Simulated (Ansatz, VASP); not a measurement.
# ZnS in VASP and in Ansatz

```xyz
12
Lattice="3.8469 0.0000 0.0000 -1.9234 3.3315 0.0000 0.0000 0.0000 18.8727" Properties=species:S:1:pos:R:3 pbc="T T T"
Zn    0.0000    2.2210   15.7262
Zn    1.9234    1.1105    6.2898
Zn    1.9234    1.1105   12.5843
Zn    0.0000    2.2210    3.1479
Zn    0.0000    0.0000    9.4367
Zn    0.0000    0.0000   18.8731
S     0.0000    2.2210   18.0829
S     1.9234    1.1105    8.6465
S     1.9234    1.1105   14.9405
S     0.0000    2.2210    5.5041
S     0.0000    0.0000   11.7977
S     0.0000    0.0000    2.3613
```

Alike in both runs: functional PBE; k mesh 12 × 12 × 2; occupations gaussian, width 0.02 eV; no spin polarisation.

Ansatz relaxed the structure, and its values are those at the end. VASP's run is a single point on that final structure, the one shown.

|  | VASP | Ansatz |
| --- | --- | --- |
| version | VASP 6.6.1 | Ansatz 0.2.0 |
| potentials or method | VASP PAW PBE potentials, release 64 (Zn, S), cutoff 520 eV | scalar-relativistic, plane waves, PAW |
| valence electrons in the cell | 108 | 108 |

|  | VASP | Ansatz | Ansatz less VASP |
| --- | --- | --- | --- |
| gap on the k mesh at the Fermi level (eV) | 2.04 | 2.04 | -0.004 |
| least direct gap on the mesh (eV) | 2.04 | 2.04 | -0.004 |
| pressure (GPa) | 0.2 | 0.0 | -0.15 |
